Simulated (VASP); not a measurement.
Runs of VASP 6.6.1 on MgS. The structure is that of space group Fmmm (No. 69), or close to it. The cells are those of the table. 

```csv
cell,gap on the mesh (eV),pressure (GPa)
"a = 3.511, b = 3.856, c = 3.695 Å, angles 55.4, 64.6, 60.0°, 2 atoms",(b),4.0
"a = 3.820, b = 3.544, c = 3.690 Å, angles 63.7, 56.3, 60.0°, 2 atoms",2.32,2.1
"a = 3.965, b = 3.415, c = 3.720 Å, angles 67.4, 52.6, 60.0°, 2 atoms",2.55,(c)
"a = 3.446, b = 3.928, c = 3.711 Å, angles 53.5, 66.5, 60.0°, 2 atoms",2.49,9.5
"a = 3.478, b = 3.892, c = 3.702 Å, angles 54.5, 65.5, 60.0°, 2 atoms",2.41,(a)
```

Alike in all rows: task single point; level PBEsol; potentials or basis VASP PAW PBE potentials, release 64 (Mg, S); no spin polarisation; k mesh 8 × 8 × 8; cutoff (eV) 520; smearing gaussian 0.05 eV.

Task: Fill in the values left out.

Result: (a) 6.5; (b) 2.34; (c) 13.2.

Caveats: the PAW data sets were made with another functional, which shifts forces and pressure a little.

A k mesh can miss the band edges.
